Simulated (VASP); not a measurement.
CdSe, 4 atoms in the cell. The structure is hexagonal, space group P6_3mc (No. 186). The conventional cell has a = 4.108 Å, b = 4.108 Å, c = 6.737 Å, α = 90.00°, β = 90.00°, γ = 120.00°. Within 3.3 Å of Cd (site symmetry 3m) lie 4 Se at 2.52 Å. Within 3.3 Å of Se (site symmetry 3m) lie 4 Cd at 2.52 Å. 

| Property | Result |
| --- | --- |
| Program | VASP 6.6.1 |
| Task | single point |
| Functional | LDA |
| Potentials or basis | VASP PAW LDA potentials, release 64 (Cd, Se) |
| Cutoff | 520 eV |
| k mesh | 6 × 6 × 4 |
| Occupations | gaussian, width 0.01 eV |
| Spin | no spin polarisation |
| Dipole correction | no |
| Further INCAR settings | ALGO = Normal; EDIFF = 1e-07; NBANDS = 26 |

Potentials or basis: VASP PAW LDA potentials, release 64 (Cd, Se).

The run is started by

```bash
$ cat potpaw_LDA.64/Cd/POTCAR potpaw_LDA.64/Se/POTCAR > POTCAR
$ mpirun -np 1 vasp_std > vasp.out
```

Hardware: 1 thread of Intel Xeon 8259CL, with other jobs on the host.

How long does it take, and how much memory?

Wall time 76 s on 1 thread of Intel Xeon 8259CL, on a shared host, peak memory 0.21 GiB. Counts: scf iterations 14, k points 21.
